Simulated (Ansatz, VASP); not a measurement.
**Two plane-wave programs on NbN**

File INCAR:

```
SYSTEM = NbN
PREC = Accurate
ENCUT = 520
EDIFF = 1E-7
ISMEAR = -1
SIGMA = 0.05
LREAL = .False.
LASPH = .True.
NELM = 200
ALGO = Normal
ISIF = 2
LWAVE = .False.
LCHARG = .False.
ISPIN = 2
MAGMOM = 2 0
LORBIT = 11
LMAXMIX = 4
GGA = PE
IBRION = 2
NSW = 80
EDIFFG = -0.02
GGA_COMPAT = .False.
NELMIN = 4
KPAR = 4
```

File KPOINTS:

```
regular mesh
0
Gamma
  18 18 18
  0 0 0
```

POSCAR

```
NbN
1.0
    0.0000000000      2.1497017156      2.1497017156
    2.1497017156      0.0000000000      2.1497017156
    2.1497017156      2.1497017156      0.0000000000
Nb N
1 1
Direct
    0.5000000000      0.5000000000      0.5000000000
    0.0000000000      0.0000000000      0.0000000000
```

Input for Ansatz:

```yaml
crystal:
  lattice:
    - [0.0, 2.1497017156, 2.1497017156]
    - [2.1497017156, 0.0, 2.1497017156]
    - [2.1497017156, 2.1497017156, 0.0]
  atoms:
    - { symbol: Nb, position: [0.5, 0.5, 0.5], spin: 2.0 }
    - { symbol: "N", position: [0.0, 0.0, 0.0] }
magnetization:
  spin_polarized: true
kpoints:
  mp_grid: { grid: [18, 18, 18] }
scf:
  occupations: { method: fermi_dirac, width: 0.05 }
hamiltonian:
  xc: pbe
  pseudopotentials: { kind: paw }
output:
  forces: true
  stress: true
  populations: true
  efg:
    quadrupole_moments_barn: { Nb: -0.32, "N": 0.02044 }
    contact_densities: true
relax:
  f_tol: 0.02
  max_steps: 60
```

Change from the starting cell: volume scaled by 0.94, ions relaxed.

Alike in both runs: task relaxation of the atoms; functional PBE; k mesh 18 × 18 × 18; occupations fermi-dirac, width 0.05 eV; collinear spin.

|  | VASP | Ansatz |
| --- | --- | --- |
| version | VASP 6.6.1 | Ansatz 0.2.0 |
| potentials or method | VASP PAW PBE potentials, release 64 (Nb_sv, N) | plane-wave PAW, scalar-relativistic |
| plane-wave cutoff (eV) | 520 | 420 |
| valence electrons in the cell | 18 | 18 |

|  | VASP | Ansatz | Ansatz less VASP |
| --- | --- | --- | --- |
| net moment per atom (μB) | 0.00 | 0.00 | 0.000 |

Ansatz's warnings: seeded moment not kept, stress scf threshold loose.

Noted on VASP's run: the relaxation stopped at its first step, so nothing moved.
